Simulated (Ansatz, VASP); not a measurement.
**Two plane-wave programs on Pb**

Contents of INCAR:

```
PREC = Accurate
ENCUT = 400
EDIFF = 1E-8
ISMEAR = -1
SIGMA = 0.05
LREAL = F
LASPH = T
NELM = 120
ALGO = Normal
ISIF = 2
LWAVE = F
LCHARG = F
GGA = PE
LEFG = T
NBANDS = 13
GGA_COMPAT = F
```

Contents of KPOINTS:

```
Automatic mesh
0
Gamma
  12 12 12
```

POSCAR

```
Pb
1.0
    0.0000000000      2.5102957221      2.5102957221
    2.5102957221      0.0000000000      2.5102957221
    2.5102957221      2.5102957221      0.0000000000
Pb
1
Direct
    0.0000000000      0.0000000000      0.0000000000
```

Input for Ansatz:

```yaml
crystal:
  lattice:
    - [0.0, 2.5102957221, 2.5102957221]
    - [2.5102957221, 0.0, 2.5102957221]
    - [2.5102957221, 2.5102957221, 0.0]
  atoms:
    - { symbol: Pb, position: [0.0, 0.0, 0.0] }
kpoints:
  mp_grid: { grid: [12, 12, 12] }
scf:
  occupations: { method: fermi_dirac, width: 0.05 }
hamiltonian:
  xc: pbe
  pseudopotentials: { kind: paw }
output:
  forces: true
  stress: true
  eigenvalues: true
  efg: { contact_densities: true }
```

Change from the starting cell: volume scaled by 1.05, PAW files.

Alike in both runs: task electric field gradients; functional PBE; k mesh 12 × 12 × 12; occupations fermi-dirac, width 0.05 eV; no spin polarisation.

|  | VASP | Ansatz |
| --- | --- | --- |
| version | VASP 6.6.1 | Ansatz 0.2.0 |
| potentials or method | VASP PAW PBE potentials, release 64 (Pb_d) | PAW with Ansatz's default frozen-core files, scalar-relativistic |
| plane-wave cutoff (eV) | 400 | 420 |
| valence electrons in the cell | 14 | 14 |

VASP gave:

| Quantity | Value |
| --- | --- |
| pressure (GPa) | 0.6 |

Estimate Ansatz's values.

pressure (GPa): 0.7.

With one functional, cell and mesh, what is left measures potentials, basis and numerics.

Neither program's run includes spin-orbit coupling.
